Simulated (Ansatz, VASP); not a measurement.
**One calculation of InP, two programs**

```
In P
1.0
     0.00000    2.95198    2.95198
     2.95198    0.00000    2.95198
     2.95198    2.95198    0.00000
In P
1 1
Direct
  0.66900 0.05300 0.45000
  0.91900 0.30300 0.70000
```

Alike in both runs: task single point; functional LDA; k mesh 6 × 6 × 6; occupations gaussian, width 0.1 eV; no spin polarisation.

|  | VASP | Ansatz |
| --- | --- | --- |
| version | VASP 6.6.1 | Ansatz 0.2.0 |
| potentials or method | VASP PAW LDA potentials, release 64 (In_d, P), cutoff 500 eV | scalar-relativistic, plane waves, PAW |
| valence electrons in the cell | 18 | 18 |

|  | VASP | Ansatz | Ansatz less VASP |
| --- | --- | --- | --- |
| gap on the k mesh at the Fermi level (eV) | 0.39 | 0.36 | -0.029 |
| least direct gap on the mesh (eV) | 0.39 | 0.36 | -0.029 |
| pressure (GPa) | -2.6 | -2.6 | -0.01 |

LDA's correlation is that of Perdew and Zunger in VASP and of Perdew and Wang (1992) in Ansatz.
